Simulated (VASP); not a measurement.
Runs of VASP 6.6.1 on Ni. The structure is that of space group P6_3/mmc (No. 194), or close to it. The cells are those of the table. 

| task | spin | cell | k mesh | cutoff (eV) | smearing | gap on the mesh (eV) | pressure (GPa) |
| --- | --- | --- | --- | --- | --- | --- | --- |
| single point | off | a = 2.342, b = 2.342, c = 3.850 Å, angles 90.0, 90.0, 120.0°, 2 atoms | 17 × 17 × 9 | 520 | fermi-dirac 0.1 eV | none | (a) |
| single point | off | a = 2.443, b = 2.443, c = 4.018 Å, angles 90.0, 90.0, 120.0°, 2 atoms | 14 × 14 × 8 | 520 | fermi-dirac 0.1 eV | none | 0.0 |
| single point | off | a = 2.443, b = 2.443, c = 4.018 Å, angles 90.0, 90.0, 120.0°, 2 atoms | 17 × 17 × 9 | 520 | fermi-dirac 0.1 eV | none | 0.0 |
| single point | off | a = 2.507, b = 2.507, c = 4.122 Å, angles 90.0, 90.0, 120.0°, 2 atoms | 17 × 17 × 9 | 520 | fermi-dirac 0.1 eV | none | -14.4 |
| single point | off | a = 2.443, b = 2.443, c = 4.018 Å, angles 90.0, 90.0, 120.0°, 2 atoms | 24 × 24 × 13 | 520 | fermi-dirac 0.1 eV | none | 0.0 |
| single point | off | a = 2.476, b = 2.476, c = 4.070 Å, angles 90.0, 90.0, 120.0°, 2 atoms | 17 × 17 × 9 | 520 | fermi-dirac 0.1 eV | none | -8.1 |
| single point | off | a = 2.538, b = 2.538, c = 4.172 Å, angles 90.0, 90.0, 120.0°, 2 atoms | 17 × 17 × 9 | 520 | fermi-dirac 0.1 eV | none | -19.4 |
| relaxation of cell and atoms | off | relaxed from a = 2.492, b = 2.492, c = 4.069 Å, angles 90.0, 90.0, 120.0°, 2 atoms | 14 × 14 × 8 | 600 | fermi-dirac 0.1 eV | none | 0.0 |
| single point | off | a = 2.410, b = 2.410, c = 3.963 Å, angles 90.0, 90.0, 120.0°, 2 atoms | 17 × 17 × 9 | 520 | fermi-dirac 0.1 eV | none | (b) |
| single point | collinear, ferromagnetic start | a = 2.448, b = 2.448, c = 4.014 Å, angles 90.0, 90.0, 120.0°, 2 atoms | 24 × 24 × 13 | 520 | fermi-dirac 0.05 eV | none | -0.1 |
| single point | off | a = 2.376, b = 2.376, c = 3.907 Å, angles 90.0, 90.0, 120.0°, 2 atoms | 17 × 17 × 9 | 520 | fermi-dirac 0.1 eV | none | 23.0 |

Alike in all rows: level PBEsol; potentials or basis VASP PAW PBE potentials, release 64 (Ni).

Fill in the values left out.

(a) 39.6; (b) 10.2.

Caveats: the PAW data sets were made with another functional, which shifts forces and pressure a little.

A gap of «none» marks levels without a gap at the run's occupations.
